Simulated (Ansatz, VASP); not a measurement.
# One calculation of TaN, two programs

File INCAR:

```
  ALGO = Normal
  EDIFF = 1E-6
  ENCUT = 520
  GGA = PS
  ISIF = 2
  ISMEAR = 0
  LASPH = True
  LCHARG = True
  LELF = True
  LREAL = False
  LVHAR = True
  LWAVE = False
  NBANDS = 15
  NELM = 60
  PREC = Accurate
  SIGMA = 0.15
```

Contents of KPOINTS:

```
k-points
0
Gamma
  18 18 16
```

File POSCAR:

```
TaN
1.0
    2.9379988584      0.0000000000      0.0000000000
   -1.4689994292      2.5443816477      0.0000000000
    0.0000000000      0.0000000000      2.8830000000
Ta N
1 1
Direct
    0.3333333333      0.6666666667      0.5000000000
   -0.1138892619     -0.0833727262     -0.0520291363
```

Input for Ansatz:

```yaml
crystal:
  lattice:
    - [2.9379988584, 0.0, 0.0]
    - [-1.4689994292, 2.5443816477, 0.0]
    - [0.0, 0.0, 2.883]
  atoms:
    - { symbol: Ta, position: [0.3333333333, 0.6666666667, 0.5] }
    - { symbol: "N", position: [-0.1138892619, -0.0833727262, -0.0520291363] }
basis:
  ecutwfc: 420
kpoints:
  mp_grid: { grid: [18, 18, 16] }
hamiltonian:
  xc: pbesol
scf:
  occupations: { method: gaussian, width: 0.15 }
output:
  forces: true
  stress: true
  eigenvalues: true
```

Alike in both runs: task single point; functional PBEsol; k mesh 18 × 18 × 16; occupations gaussian, width 0.15 eV; no spin polarisation.

|  | VASP | Ansatz |
| --- | --- | --- |
| version | VASP 6.6.1 | Ansatz 0.2.0 |
| potentials or method | VASP PAW PBE potentials, release 64 (Ta_pv, N), cutoff 520 eV | scalar-relativistic, plane waves, PAW |
| valence electrons in the cell | 16 | 18 |

```tsv
	VASP	Ansatz	Ansatz less VASP
gap on the k mesh at the Fermi level (eV)	none	none	-
pressure (GPa)	15.4	14.3	-1.12
traceless stress, the component that is largest in VASP (GPa)	17.22	16.83	-0.394
rms of the force components (eV/Å)	3.196	3.144	-0.0521
```

VASP's potentials were made for PBE, not for PBEsol. Atom by atom the forces differ by 0.053 eV/Å (rms over components). A gap of «none» marks a metal or a gap that the smearing closes. The functional is the same, so the differences come from potentials, cutoffs and numerics. VASP's potentials hold 16 valence electrons a cell and Ansatz's 18, so a difference there can come from the potentials and not from the codes.

Neither program's run includes spin-orbit coupling.
